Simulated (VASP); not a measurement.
**PbS: single point with PBE**

The system is PbS.

```
Pb S
1.0
    -0.04092    2.97619    2.97619
     2.97619   -0.04092    2.97619
     2.97619    2.97619   -0.04092
Pb S
1 1
Direct
  0.00000 0.00000 0.00000
  0.50000 0.50000 0.50000
```

This cell differs from its parent crystal: epitaxial 111 strain +1.0%.

```yaml
Program: VASP 6.6.1
Task: single point
Functional: PBE
Potentials_or_basis: VASP PAW PBE potentials, release 64 (Pb_d, S)
Cutoff: 520 eV
k_mesh: 8 × 8 × 8
Occupations: fermi-dirac, width 0.02 eV
Spin: no spin polarisation
```

```yaml
Pressure: 0.3 GPa
Band_gap_on_the_k_mesh: 0.35 eV, indirect (least direct gap 0.45 eV)
```

Stress tensor (GPa, compression positive):
```
0.33 0.27 0.27
0.27 0.33 0.27
0.27 0.27 0.33
```

Levels at points of the mesh, in eV from the valence-band top:
| k point | band 6 | band 7 | band 8 | band 9 | band 10 | band 11 | band 12 | band 13 | band 14 | band 15 |
| --- | --- | --- | --- | --- | --- | --- | --- | --- | --- | --- |
| (0.00, 0.00, 0.00) | -13.31 | -6.09 | -2.06 | -2.06 | -1.92 | 5.12 | 5.14 | 5.14 | 6.73 | 6.73 |
| (0.50, 0.00, 0.00) | -12.16 | -8.69 | -1.66 | -1.60 | 0.00 | 0.48 | 2.03 | 2.12 | 8.63 | 10.01 |
| (0.50, 0.50, 0.00) | -11.77 | -7.15 | -4.93 | -3.30 | -3.17 | 4.01 | 5.40 | 5.57 | 5.64 | 11.14 |
| (0.50, 0.50, 0.50) | -12.12 | -8.59 | -1.69 | -1.69 | -0.10 | 0.35 | 1.92 | 1.92 | 8.65 | 10.25 |

It took 62 s on 1 thread of Intel Xeon 8259CL (shared host), peak memory 0.21 GiB.

Caveat: the cell differs from its parent crystal (epitaxial 111 strain +1.0%); spin-orbit coupling is left out, which moves the levels of the heavy elements. A k mesh can miss the band edges.
